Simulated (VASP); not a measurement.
# Cd (I4/mmm) in VASP: single point with PBEsol

Aim: the single point of Cd with PBEsol.

Everything below comes from runs of VASP 6.6.1. Logs are shortened: lines on timing, memory, paths and dates and some standing lists are left out, and cuts for length are marked.

## Step 1: The cell of the first run

Symmetry: I4/mmm, No. 139, tetragonal system. The conventional cell has a = 3.137 Å, b = 3.137 Å, c = 4.392 Å, α = 90.00°, β = 90.00°, γ = 90.00°. Within 4.1 Å of Cd (site symmetry 4/mmm) lie 12 Cd at 3.12 to 3.14 Å.

## Step 2: Single point, PBEsol (strain -0.0100 x Voigt [0, 1, 0, 0, 0, 0])

File INCAR:

```
SYSTEM = Cd
PREC = Accurate
ENCUT = 520
EDIFF = 1E-6
ISMEAR = 0
SIGMA = 0.15
LREAL = .FALSE.
LASPH = .TRUE.
NELM = 100
ALGO = Fast
ISIF = 2
LWAVE = .FALSE.
LCHARG = .FALSE.
GGA = PS
NBANDS = 12
```

File KPOINTS:

```
Automatic mesh
0
G
  18 18 18
  0 0 0
```

File POSCAR:

```
Cd
1.0
    0.0000000000      2.1959682525      2.2181497500
    2.2181497500      0.0000000000      2.2181497500
    2.2181497500      2.1959682525      0.0000000000
Cd
1
Direct
    0.0000000000      0.0000000000      0.0000000000
```

Potentials or basis: VASP PAW PBE potentials, release 64 (Cd).

Run with:

```bash
> cat potpaw_PBE.64/Cd/POTCAR > POTCAR
> mpirun -np 1 vasp_std > vasp.out
```

OUTCAR:

```text
SYSTEM = Cd
   PREC = Accurate
   ENCUT = 520
   EDIFF = 1E-6
   ISMEAR = 0
   LREAL = .FALSE.
   LASPH = .TRUE.
   NELM = 100
   ISIF = 2
   GGA = PS

 ion  position               nearest neighbor table
   1  0.000  0.000  0.000-

  LATTYP: Found a body centered tetragonal cell.
 ALAT       =     3.1369374598
 C/A-ratio  =     1.4000714267

  Lattice vectors:

 A1 = (   0.0000000000,  -2.1959682525,   2.2181497500)
 A2 = (   0.0000000000,  -2.1959682525,  -2.2181497500)
 A3 = (   2.2181497500,   2.1959682525,   0.0000000000)

Analysis of symmetry for initial positions (statically):
=====================================================================
 Subroutine PRICEL returns:
 Original cell was already a primitive cell.

 Routine SETGRP: Setting up the symmetry group for a
 body centered tetragonal supercell.

 Subroutine GETGRP returns: Found 16 space group operations
 (whereof 16 operations were pure point group operations)
 out of a pool of 16 trial point group operations.

The static configuration has the point symmetry D_4h.

Analysis of symmetry for dynamics (positions and initial velocities):
=====================================================================
 Subroutine PRICEL returns:
 Original cell was already a primitive cell.

 Routine SETGRP: Setting up the symmetry group for a
 body centered tetragonal supercell.

 Subroutine GETGRP returns: Found 16 space group operations
 (whereof 16 operations were pure point group operations)
 out of a pool of 16 trial point group operations.

The dynamic configuration has the point symmetry D_4h.

 Subroutine INISYM returns: Found 16 space group operations
 (whereof 16 operations are pure point group operations),
 and found     1 'primitive' translations

----------------------------------------------------------------------------------------

                                     Primitive cell

  volume of cell :      21.6092

  direct lattice vectors                    reciprocal lattice vectors
     0.000000000  2.195968253  2.218149750    -0.225413095  0.227689995  0.225413095
     2.218149750  0.000000000  2.218149750     0.225413095 -0.227689995  0.225413095
     2.218149750  2.195968253  0.000000000     0.225413095  0.227689995 -0.225413095

  length of vectors
     3.121292181  3.136937460  3.121292181     0.391745913  0.391745913  0.391745913

  position of ions in fractional coordinates (direct lattice)
     0.000000000  0.000000000  0.000000000

  ion indices of the primitive-cell ions
[... 77 lines left out ...]
   NSW    =      0    number of steps for IOM
   IBRION =     -1    ionic relax: 0-MD 1-quasi-New 2-CG
   NFREE  =      0    steps in history (QN), initial steepest desc. (CG)
   ISIF   =      2    stress and relaxation
   ISYM   =      2    0-nonsym 1-usesym 2-fastsym
   POTIM  = 0.5000    time-step for ionic-motion
   TEBEG  =    0.0;   TEEND  =   0.0 temperature during run
   PSTRESS=    0.0 pullay stress
   NELECT =      12.0000    total number of electrons
   NUPDOWN=      -1.0000    fix difference up-down
   EMIN   =  10.00;   EMAX   =-10.00  energy-range for DOS
   EFERMI =   0.00;   METHOD = LEGACY
   ISMEAR =     0;   SIGMA  =   0.15  broadening in eV -4-tet -1-fermi 0-gaus
   EFERMI_NEDOS =   21; number of points for ismear=-14 and -15
   IALGO  =     68    algorithm
   IMIX   =      4    mixing-type and parameters
     AMIX     =   0.40;   BMIX     =  1.00
     AMIX_MAG =   1.60;   BMIX_MAG =  1.00
  volume/ion in A,a.u.               =      21.61       145.83
  Fermi-wavevector in a.u.,A,eV,Ry     =   1.345621  2.542854 24.636001  1.810695
  Thomas-Fermi vector in A             =   2.473519
   LORBIT       =      0    0 simple, 1 ext, 2 COOP (PROOUT), +10 PAW based schemes
   GGA     = PS    functional components
   LHFCALC =     F    Hartree Fock is set to
   AEXX    =    0.0000 exact exchange contribution
   IVDW    =     0    specifies the selected vdW correction
   LEPSILON=     F    determine dielectric tensor
   LRPA    =     F    only Hartree local field effects (RPA)
 non-spin polarized calculation
 RMM-DIIS sequential band-by-band and
 Gauss-broadening in eV      SIGMA  =   0.15
  energy-cutoff  :      520.00
  volume of cell :       21.61
 maximum number of plane-waves:       596
   NGX = 11   NGY = 11   NGZ = 11

 number of electron      12.0000005 magnetization

 Free energy of the ion-electron system (eV)
  ---------------------------------------------------
  ext. energy  EPLUGINS =         0.00000000
  ---------------------------------------------------
  free energy    TOTEN  =        -1.18635414 eV

  energy without entropy =       -1.18233285  energy(sigma->0) =       -1.18434350

 E-fermi :   2.6543     XC(G=0): -11.2174

 val. band max:        2.6533321582   @ k =  -0.3889   0.4444   0.0556
 cond. band min:       2.6825478301   @ k =   0.2778  -0.3333   0.1667
 fundamental gap:      0.0292156719
 Fermi energy:         2.6542945174

 k-point     1 :       0.0000    0.0000    0.0000
  band No.  band energies     occupation
      1      -6.3816      2.00000
      2      -6.3816      2.00000
      3      -6.3478      2.00000
      4      -6.1714      2.00000
      5      -5.9164      2.00000
      6      -5.8859      2.00000
      7      16.6524      0.00000
      8      17.7418      0.00000
      9      17.7487      0.00000
     10      17.7487      0.00000
     11      21.1300      0.00000
     12      21.1613      0.00000
[... 331 lines left out ...]
 k-point    24 :      -0.2222    0.0556    0.0000
  band No.  band energies     occupation
      1      -6.5953      2.00000
      2      -6.2813      2.00000
      3      -6.2386      2.00000
      4      -5.8979      2.00000
      5      -5.8208      2.00000
      6      -4.4192      2.00000
      7       9.3975      0.00000
      8      14.4591      0.00000
      9      17.2318      0.00000
     10      17.5739      0.00000
     11      20.0317      0.00000
     12      20.4491      0.00000

 [... further k-points ...]
[... 5 lines left out ...]
  --------------------------------------------------------------------------------------
  -------------------------------------------------------------------------------------
  Total       -0.1926170     -0.1507135     -0.1926170      0.0000000     -0.0000000      0.0000000
  in kB      -14.2812891    -11.1744216    -14.2812891      0.0000000     -0.0000000      0.0000000
  external PRESSURE =     -13.2456666 kB  Pullay stress =       0.0000000 kB

 VOLUME and BASIS-vectors are now :
 -----------------------------------------------------------------------------
  energy-cutoff  :      520.00
  volume of cell :       21.61
      direct lattice vectors                 reciprocal lattice vectors
     0.000000000  2.195968253  2.218149750    -0.225413095  0.227689995  0.225413095
     2.218149750  0.000000000  2.218149750     0.225413095 -0.227689995  0.225413095
     2.218149750  2.195968253  0.000000000     0.225413095  0.227689995 -0.225413095

 POSITION                                       TOTAL-FORCE (eV/Angst)
 -----------------------------------------------------------------------------------
      0.00000      0.00000      0.00000        -0.000000      0.000000      0.000000
 -----------------------------------------------------------------------------------
    total drift:                               -0.000000     -0.000000     -0.000000

  FREE ENERGIE OF THE ION-ELECTRON SYSTEM (eV)
  ---------------------------------------------------
  free  energy   TOTEN  =        -1.1863541424 eV

  energy  without entropy=       -1.1823328522  energy(sigma->0) =       -1.18434350
```

OSZICAR:

```text
N       E                     dE             d eps       ncg     rms          rms(c)
DAV:   1     0.701189392799E+02    0.70119E+02   -0.69474E+03 12312   0.995E+02
DAV:   2    -0.396137148073E-03   -0.70119E+02   -0.66484E+02 12604   0.237E+02
DAV:   3    -0.126620571995E+01   -0.12658E+01   -0.12652E+01 13692   0.359E+01
DAV:   4    -0.126773811421E+01   -0.15324E-02   -0.15324E-02 12948   0.123E+00
DAV:   5    -0.126774162257E+01   -0.35084E-05   -0.35081E-05 13744   0.594E-02    0.305E+00
RMM:   6    -0.119240994525E+01    0.75332E-01   -0.12652E-01 11796   0.379E+00    0.247E+00
RMM:   7    -0.118715159750E+01    0.52583E-02   -0.66559E-03 12147   0.731E-01    0.134E+00
RMM:   8    -0.118633470050E+01    0.81690E-03   -0.14000E-03 12721   0.586E-01    0.781E-02
RMM:   9    -0.118634724940E+01   -0.12549E-04   -0.45917E-05 13047   0.852E-02    0.192E-02
RMM:  10    -0.118635532101E+01   -0.80716E-05   -0.21262E-05 12728   0.691E-02    0.169E-02
RMM:  11    -0.118635415459E+01    0.11664E-05   -0.41937E-06 12151   0.219E-02    0.294E-03
RMM:  12    -0.118635414240E+01    0.12194E-07   -0.86299E-08  7630   0.406E-03
   1 F= -.11863541E+01 E0= -.11843435E+01  d E =-.402129E-02
```

stdout:

```text
POSCAR found type information on POSCAR Cd
 POSCAR found :  1 types and       1 ions
 scaLAPACK will be used
 -----------------------------------------------------------------------------
|                                                                             |
|                                                                             |
|     You enforced a specific xc type in the INCAR file but a different       |
|     I HOPE YOU KNOW WHAT YOU ARE DOING!                                     |
|                                                                             |
 -----------------------------------------------------------------------------

 LDA part: xc-table for (Slater+PW92), standard interpolation
 POSCAR, INCAR and KPOINTS ok, starting setup
 FFT: planning ... GRIDC
 FFT: planning ... GRID_SOFT
 FFT: planning ... GRID
 WAVECAR not read
 entering main loop
```

Wall time 2.6 min (1 thread of AMD EPYC 7R43 (Zen 3), shared host); peak memory 0.2 GiB.

Results:

```
Free energy            : -1.1864 eV
Pressure               : -1.3 GPa
Band gap on the k mesh : zero (band 6 reaches 4.32 eV, above the bottom of band 7 at 1.40 eV)
```

Caveat: the cell differs from its parent crystal (strain -0.0100 x Voigt [0, 1, 0, 0, 0, 0]); the PAW data sets were made with another functional, which shifts forces and pressure a little.
